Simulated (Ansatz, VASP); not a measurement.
**One calculation of BN, two programs**

File POSCAR:

```
BN
1.0
    0.0000000000      1.7865927584      1.7865927584
    1.7865927584      0.0000000000      1.7865927584
    1.7865927584      1.7865927584      0.0000000000
B N
1 1
Direct
    0.0000000000      0.0000000000      0.0000000000
    0.2500000000      0.2500000000      0.2500000000
```

The input INCAR.step1:

```
  PREC = Accurate
  ENCUT = 520
  ISMEAR = 0
  SIGMA = 0.01
  LREAL = False
  LASPH = True
  NELM = 100
  NBANDS = 11
  GGA = PE
  ALGO = Normal
  EDIFF = 1E-4
  LWAVE = True
  LCHARG = False
```

File INCAR.step2:

```
  PREC = Accurate
  ENCUT = 520
  EDIFF = 1E-6
  ISMEAR = 0
  SIGMA = 0.01
  LREAL = False
  LASPH = True
  NELM = 100
  ALGO = Normal
  ISIF = 2
  LWAVE = False
  LCHARG = False
  METAGGA = R2SCAN
  LMIXTAU = True
  NBANDS = 11
  ISTART = 1
```

The input KPOINTS:

```
Automatic mesh
0
Gamma
  10 10 10
```

Input for Ansatz:

```yaml
crystal:
  lattice:
    - [0.0, 1.7865927584, 1.7865927584]
    - [1.7865927584, 0.0, 1.7865927584]
    - [1.7865927584, 1.7865927584, 0.0]
  atoms:
    - { symbol: B, position: [0.0, 0.0, 0.0] }
    - { symbol: "N", position: [0.25, 0.25, 0.25] }
kpoints:
  mp_grid: { grid: [10, 10, 10] }
hamiltonian:
  xc: r2scan
scf:
  occupations: { method: fixed }
  n_extra_bands: 4
output:
  forces: true
  stress: true
  eigenvalues: true
```

Alike in both runs: task single point; functional r2SCAN; k mesh 10 × 10 × 10; no spin polarisation.

|  | VASP | Ansatz |
| --- | --- | --- |
| version | VASP 6.6.1 | Ansatz 0.2.0 |
| potentials or method | VASP PAW PBE potentials, release 64 (B, N) | plane waves, PAW |
| plane-wave cutoff (eV) | 520 | 500 |
| occupations | gaussian, width 0.01 eV | fixed |
| valence electrons in the cell | 8 | 8 |

|  | VASP | Ansatz | Ansatz less VASP |
| --- | --- | --- | --- |
| gap on the k mesh at the Fermi level (eV) | 5.02 | 5.04 | +0.023 |
| pressure (GPa) | 13.9 | 12.6 | -1.23 |

VASP's potentials were made for PBE, not for r2SCAN.
